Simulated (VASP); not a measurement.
# Ba3Rh (Pm-3m) in VASP: further runs, part 2 of 2

VASP 6.6.1. The steps go on from the part before.

**3. Relaxation of cell and atoms, PBE**

This run uses another cell than the first one, of 36.83 Å³/atom.

File INCAR:

```
SYSTEM = Ba3Rh
  PREC = Accurate
  ENCUT = 620
  EDIFF = 1E-7
  ISMEAR = 0
  SIGMA = 0.1
  LREAL = .FALSE.
  LASPH = .TRUE.
  NELM = 120
  ALGO = Normal
  ISIF = 3
  LWAVE = .FALSE.
  LCHARG = .FALSE.
  GGA = PE
  IBRION = 2
  NSW = 100
  EDIFFG = -0.01
  GGA_COMPAT = .FALSE.
  NELMIN = 4
```

File KPOINTS:

```
Automatic mesh
0
G
  10 10 10
  0 0 0
```

File POSCAR:

```
Ba3Rh
1.0
    5.2814484053      0.0000000000      0.0000000000
    0.0000000000      5.2814484053      0.0000000000
    0.0000000000      0.0000000000      5.2814484053
Ba Rh
3 1
Direct
    0.0000000000      0.5000000000      0.5000000000
    0.5000000000      0.0000000000      0.5000000000
    0.5000000000      0.5000000000      0.0000000000
    0.0000000000      0.0000000000      0.0000000000
```

Potentials or basis: VASP PAW PBE potentials, release 64 (Ba_sv, Rh_sv_GW).

On the command line:

```sh
> cat potpaw_PBE.64/Ba_sv/POTCAR potpaw_PBE.64/Rh_sv_GW/POTCAR > POTCAR
> mpirun -np 1 vasp_std > vasp.out
```

OUTCAR:

```text
SYSTEM = Ba3Rh
   PREC = Accurate
   ENCUT = 620
   EDIFF = 1E-7
   ISMEAR = 0
   LREAL = .FALSE.
   LASPH = .TRUE.
   NELM = 120
   ISIF = 3
   GGA = PE
   IBRION = 2
   NSW = 100
   EDIFFG = -0.01
   NELMIN = 4

 ion  position               nearest neighbor table
   1  0.000  0.500  0.500-   2 3.73   3 3.73   3 3.73   2 3.73   2 3.73   3 3.73   3 3.73   2 3.73

   2  0.500  0.000  0.500-   1 3.73   3 3.73   3 3.73   1 3.73   3 3.73   3 3.73   1 3.73   1 3.73

   3  0.500  0.500  0.000-   1 3.73   2 3.73   1 3.73   2 3.73   2 3.73   2 3.73   1 3.73   1 3.73

   4  0.000  0.000  0.000-

  LATTYP: Found a simple cubic cell.
 ALAT       =     5.2814484053

  Lattice vectors:

 A1 = (   5.2814484053,   0.0000000000,   0.0000000000)
 A2 = (   0.0000000000,   5.2814484053,   0.0000000000)
 A3 = (   0.0000000000,   0.0000000000,   5.2814484053)

Analysis of symmetry for initial positions (statically):
=====================================================================
 Subroutine PRICEL returns:
 Original cell was already a primitive cell.

 Routine SETGRP: Setting up the symmetry group for a
 simple cubic supercell.

 Subroutine GETGRP returns: Found 48 space group operations
 (whereof 48 operations were pure point group operations)
 out of a pool of 48 trial point group operations.

The static configuration has the point symmetry O_h .

Analysis of symmetry for dynamics (positions and initial velocities):
=====================================================================
 Subroutine PRICEL returns:
 Original cell was already a primitive cell.

 Routine SETGRP: Setting up the symmetry group for a
 simple cubic supercell.

 Subroutine GETGRP returns: Found 48 space group operations
 (whereof 48 operations were pure point group operations)
 out of a pool of 48 trial point group operations.

The dynamic configuration has the point symmetry O_h .

 Subroutine INISYM returns: Found 48 space group operations
 (whereof 48 operations are pure point group operations),
[... 100 lines left out ...]
   EDIFF  = 0.1E-06   stopping-criterion for ELM
   LREAL  =      F    real-space projection
   EDIFFG = -.1E-01   stopping-criterion for IOM
   NSW    =    100    number of steps for IOM
   IBRION =      2    ionic relax: 0-MD 1-quasi-New 2-CG
   NFREE  =      1    steps in history (QN), initial steepest desc. (CG)
   ISIF   =      3    stress and relaxation
   ISYM   =      2    0-nonsym 1-usesym 2-fastsym
   POTIM  = 0.5000    time-step for ionic-motion
   TEBEG  =    0.0;   TEEND  =   0.0 temperature during run
   PSTRESS=    0.0 pullay stress
   NELECT =      47.0000    total number of electrons
   NUPDOWN=      -1.0000    fix difference up-down
   EMIN   =  10.00;   EMAX   =-10.00  energy-range for DOS
   EFERMI =   0.00;   METHOD = LEGACY
   ISMEAR =     0;   SIGMA  =   0.10  broadening in eV -4-tet -1-fermi 0-gaus
   EFERMI_NEDOS =   21; number of points for ismear=-14 and -15
   IALGO  =     38    algorithm
   IMIX   =      4    mixing-type and parameters
     AMIX     =   0.40;   BMIX     =  1.00
     AMIX_MAG =   1.60;   BMIX_MAG =  1.00
  volume/ion in A,a.u.               =      36.83       248.54
  Fermi-wavevector in a.u.,A,eV,Ry     =   1.118633  2.113910 17.025520  1.251340
  Thomas-Fermi vector in A             =   2.255266
   LORBIT       =      0    0 simple, 1 ext, 2 COOP (PROOUT), +10 PAW based schemes
   GGA     = PE    functional components
   LHFCALC =     F    Hartree Fock is set to
   AEXX    =    0.0000 exact exchange contribution
   IVDW    =     0    specifies the selected vdW correction
   LEPSILON=     F    determine dielectric tensor
   LRPA    =     F    only Hartree local field effects (RPA)
 conjugate gradient relaxation of ions
 non-spin polarized calculation
 Gauss-broadening in eV      SIGMA  =   0.10
  energy-cutoff  :      620.00
  volume of cell :      147.32
 maximum number of plane-waves:      5232
 NGX is ok and might be reduce to    48
   NGX = 21   NGY = 21   NGZ = 21

--------------------------------------- Ionic step        1  -------------------------------------------

 number of electron      46.9999993 magnetization

 Free energy of the ion-electron system (eV)
  ---------------------------------------------------
  ext. energy  EPLUGINS =         0.00000000
  ---------------------------------------------------
  free energy    TOTEN  =       -11.00274345 eV

  energy without entropy =      -10.98151051  energy(sigma->0) =      -10.99212698

 E-fermi :   3.6009     XC(G=0):  -9.1645

 val. band max:        3.5991269052   @ k =   0.5000   0.3000   0.1000
 cond. band min:       3.6011941241   @ k =   0.5000   0.4000   0.4000
 fundamental gap:      0.0020672188
 Fermi energy:         3.6009011627

 k-point     1 :       0.0000    0.0000    0.0000
  band No.  band energies     occupation
      1     -73.6093      2.00000
      2     -41.5123      2.00000
      3     -41.5123      2.00000
      4     -41.5123      2.00000
      5     -25.1415      2.00000
      6     -24.8053      2.00000
[... 810 lines left out ...]
--------------------------------------- Ionic step        3  -------------------------------------------

 number of electron      47.0000003 magnetization

 Free energy of the ion-electron system (eV)
  ---------------------------------------------------
  ext. energy  EPLUGINS =         0.00000000
  ---------------------------------------------------
  free energy    TOTEN  =       -11.00985458 eV

  energy without entropy =      -10.98772701  energy(sigma->0) =      -10.99879080

 E-fermi :   3.4474     XC(G=0):  -9.0509

 val. band max:        3.4450928302   @ k =   0.5000   0.4000   0.4000
 cond. band min:       3.4572420044   @ k =   0.5000   0.3000   0.1000
 fundamental gap:      0.0121491742
 Fermi energy:         3.4474006954

 k-point     1 :       0.0000    0.0000    0.0000
  band No.  band energies     occupation
      1     -73.7267      2.00000
      2     -41.6301      2.00000
      3     -41.6301      2.00000
      4     -41.6301      2.00000
      5     -25.3019      2.00000
      6     -24.9977      2.00000
[... 766 lines left out ...]
  FREE ENERGIE OF THE ION-ELECTRON SYSTEM (eV)
  ---------------------------------------------------
  free  energy   TOTEN  =       -11.0098545776 eV

  energy  without entropy=      -10.9877270136  energy(sigma->0) =      -10.99879080

 reached required accuracy - stopping structural energy minimisation
```

Wall time 11 min (1 thread of AMD EPYC 9R45 (Zen 5), shared host); peak memory 0.56 GiB.

Results:

* Free energy: -11.0099 eV
* Relaxed volume: 37.85 Å³/atom
* Relaxed cell: a = 5.330 Å, b = 5.330 Å, c = 5.330 Å, α = 90.00°, β = 90.00°, γ = 90.00°
* Space group after relaxing (to 0.1 Å): Pm-3m (No. 221)
* Energy gained by relaxing: 1.8 meV/atom
* Ionic steps: 3
* Pressure after relaxing: 0.0 GPa
* Band gap on the k mesh: zero (an odd number of electrons rules out a gap without spin polarisation)

The path:
```
step  energy change (eV)  largest force (eV/Å)  pressure (GPa)  volume (Å³)
   1              0.0000                0.0000            0.55       147.32
   2             -0.0063                0.0000            0.19       150.05
   3             -0.0071                0.0000            0.01       151.41
```

Final structure:
```xyz
4
Lattice="5.3299 0.0000 0.0000 0.0000 5.3299 0.0000 0.0000 0.0000 5.3299" Properties=species:S:1:pos:R:3 pbc="T T T"
Ba    0.0000    2.6649    2.6649
Ba    2.6649    0.0000    2.6649
Ba    2.6649    2.6649    0.0000
Rh    0.0000    0.0000    0.0000
```

Caveat: spin-orbit coupling is left out, which moves the levels of the heavy elements.

**4. Relaxation of cell and atoms, PBE**

File INCAR:

```
SYSTEM = Ba3Rh
PREC = Accurate ; ENCUT = 620
EDIFF = 1E-7 ; ISMEAR = 0
SIGMA = 0.1 ; LREAL = .False.
LASPH = .True. ; NELM = 120
ALGO = Normal ; ISIF = 3
LWAVE = .False. ; LCHARG = .False.
GGA = PE ; IBRION = 2
NSW = 90 ; EDIFFG = -0.04
GGA_COMPAT = .False. ; NELMIN = 4
```

File KPOINTS:

```
Automatic mesh
0
Gamma
  4 4 4
  0 0 0
```

File POSCAR:

```
Ba3Rh
1.0
    4.9726917303      0.0000000000      0.0000000000
    0.0000000000      4.9726917303      0.0000000000
    0.0000000000      0.0000000000      4.9726917303
Ba Rh
3 1
Direct
    0.0000000000      0.5000000000      0.5000000000
    0.5000000000      0.0000000000      0.5000000000
    0.5000000000      0.5000000000      0.0000000000
    0.0000000000      0.0000000000      0.0000000000
```

Potentials or basis: VASP PAW PBE potentials, release 64 (Ba_sv, Rh_sv_GW).

On the command line:

```sh
> cat potpaw_PBE.64/Ba_sv/POTCAR potpaw_PBE.64/Rh_sv_GW/POTCAR > POTCAR
> mpirun -np 1 vasp_std > vasp.out
```

OUTCAR:

```text
SYSTEM = Ba3Rh
   PREC = Accurate
   ENCUT = 620
   EDIFF = 1E-7
   ISMEAR = 0
   LREAL = .False.
   LASPH = .True.
   NELM = 120
   ISIF = 3
   GGA = PE
   IBRION = 2
   NSW = 90
   EDIFFG = -0.04
   NELMIN = 4

 ion  position               nearest neighbor table
   1  0.000  0.500  0.500-   2 3.52   3 3.52   4 3.52   3 3.52   4 3.52   2 3.52   4 3.52   4 3.52
                             2 3.52   3 3.52   3 3.52   2 3.52
   2  0.500  0.000  0.500-   1 3.52   3 3.52   4 3.52   3 3.52   4 3.52   1 3.52   3 3.52   3 3.52
                             1 3.52   4 3.52   4 3.52   1 3.52
   3  0.500  0.500  0.000-   1 3.52   2 3.52   4 3.52   1 3.52   2 3.52   2 3.52   4 3.52   2 3.52
                             1 3.52   4 3.52   1 3.52   4 3.52
   4  0.000  0.000  0.000-   1 3.52   2 3.52   3 3.52   1 3.52   2 3.52   1 3.52   3 3.52   1 3.52
                             2 3.52   3 3.52   2 3.52   3 3.52

  LATTYP: Found a simple cubic cell.
 ALAT       =     4.9726917303

  Lattice vectors:

 A1 = (   4.9726917303,   0.0000000000,   0.0000000000)
 A2 = (   0.0000000000,   4.9726917303,   0.0000000000)
 A3 = (   0.0000000000,   0.0000000000,   4.9726917303)

Analysis of symmetry for initial positions (statically):
=====================================================================
 Subroutine PRICEL returns:
 Original cell was already a primitive cell.

 Routine SETGRP: Setting up the symmetry group for a
[... 164 lines left out ...]
  --------------------------------------------------------------------------------------
  -------------------------------------------------------------------------------------
  Total        4.8884637      4.8884637      4.8884637      0.0000000     -0.0000000     -0.0000000
  in kB       63.6954431     63.6954431     63.6954431      0.0000000     -0.0000000     -0.0000000
  external PRESSURE =      63.6954431 kB  Pullay stress =       0.0000000 kB
[... 25 lines left out ...]
--------------------------------------- Ionic step        2  -------------------------------------------

 number of electron      46.9999985 magnetization

 E-fermi :   3.6919     XC(G=0):  -9.2034

 val. band max:        3.5954420401   @ k =   0.5000   0.2500   0.2500
 cond. band min:       3.7305208127   @ k =   0.5000   0.5000   0.0000
 fundamental gap:      0.1350787726
 Fermi energy:         3.6918967930

 k-point     1 :       0.0000    0.0000    0.0000
  band No.  band energies     occupation
      1     -73.5863      2.00000
      2     -41.4911      2.00000
      3     -41.4911      2.00000
      4     -41.4911      2.00000
      5     -25.0887      2.00000
      6     -24.7415      2.00000
[... 374 lines left out ...]
--------------------------------------- Ionic step        4  -------------------------------------------

 number of electron      46.9999984 magnetization

 Free energy of the ion-electron system (eV)
  ---------------------------------------------------
  ext. energy  EPLUGINS =         0.00000000
  ---------------------------------------------------
  free energy    TOTEN  =       -10.99237294 eV

  energy without entropy =      -10.98229472  energy(sigma->0) =      -10.98733383

 E-fermi :   3.4618     XC(G=0):  -9.0375

 val. band max:        3.3499424873   @ k =   0.5000   0.2500   0.2500
 cond. band min:       3.5402141485   @ k =   0.5000   0.5000   0.5000
 fundamental gap:      0.1902716611
 Fermi energy:         3.4617841174

 k-point     1 :       0.0000    0.0000    0.0000
  band No.  band energies     occupation
      1     -73.7551      2.00000
      2     -41.6606      2.00000
      3     -41.6606      2.00000
      4     -41.6606      2.00000
      5     -25.3223      2.00000
      6     -25.0223      2.00000
[... 330 lines left out ...]
  FREE ENERGIE OF THE ION-ELECTRON SYSTEM (eV)
  ---------------------------------------------------
  free  energy   TOTEN  =       -10.9923729425 eV

  energy  without entropy=      -10.9822947213  energy(sigma->0) =      -10.98733383

 reached required accuracy - stopping structural energy minimisation
```

Wall time 2.7 min (1 thread of Intel Xeon Platinum 8375C at 2.90GHz (Ice Lake), shared host); peak memory 0.27 GiB.

What came out:

```yaml
Free_energy: -10.9924 eV
Relaxed_volume: 37.99 Å³/atom
Relaxed_cell: a = 5.336 Å, b = 5.336 Å, c = 5.336 Å, α = 90.00°, β = 90.00°, γ = 90.00°
Space_group_after_relaxing_to_0.1_Å: Pm-3m (No. 221)
Energy_gained_by_relaxing: 123.3 meV/atom
Ionic_steps: 4
Pressure_after_relaxing: 0.0 GPa
Band_gap_on_the_k_mesh: zero (an odd number of electrons rules out a gap without spin polarisation)
```

Step by step:
```csv
step,energy change (eV),largest force (eV/Å),pressure (GPa),volume (Å³)
1,0.0000,0.0000,6.37,122.96
2,-0.4766,0.0000,0.93,146.02
3,-0.4915,0.0000,-0.27,153.79
4,-0.4931,0.0000,-0.01,151.95
```

Final structure:
```
Ba Rh
1.0
     5.33625    0.00000    0.00000
     0.00000    5.33625    0.00000
     0.00000    0.00000    5.33625
Ba Rh
3 1
Direct
  0.00000 0.50000 0.50000
  0.50000 0.00000 0.50000
  0.50000 0.50000 0.00000
  0.00000 0.00000 0.00000
```

Levels at points of the mesh, in eV from the Fermi level:
```
           k point  band 20  band 21  band 22  band 23  band 24  band 25  band 26  band 27
(0.00, 0.00, 0.00)    -1.83    -1.56    -1.56    -1.56     0.42     0.42     0.42     1.07
(0.50, 0.00, 0.00)    -1.31    -1.02    -1.02    -0.83    -0.79     0.16     0.61     0.61
(0.50, 0.50, 0.00)    -1.03    -1.03    -0.88    -0.20    -0.20     0.11     0.65     0.79
(0.50, 0.50, 0.50)    -1.66    -0.98    -0.98     0.08     0.08     0.08     1.97     1.97
```

Caveat: the volume moved by over 15 % at a fixed basis, so the end points are rough; spin-orbit coupling is left out, which moves the levels of the heavy elements.

**5. Summary**

```tsv
task	cell	k mesh	gap on the mesh (eV)	pressure (GPa)	relaxed volume (Å³/atom)
single point	a = 4.973 Å, 4 atoms	4 × 4 × 4	none	6.4	-
relaxation of cell and atoms	relaxed from a = 5.281 Å, 4 atoms	10 × 10 × 10	none	0.0	37.85
relaxation of cell and atoms	relaxed from a = 4.973 Å, 4 atoms	4 × 4 × 4	none	0.0	37.99
```

Alike in all rows: level PBE; potentials or basis VASP PAW PBE potentials, release 64 (Ba_sv, Rh_sv_GW); no spin polarisation; cutoff (eV) 620; smearing gaussian 0.1 eV.

Caveats: spin-orbit coupling is left out, which moves the levels of the heavy elements; the cell stands under pressure (at least some runs); the volume moved by over 15 % at a fixed basis, so the end points are rough (at least some runs).

Absolute energies hang on the potentials; compare differences alone.

The gap in the log of VASP goes by the Fermi energy; the results here count the filled bands.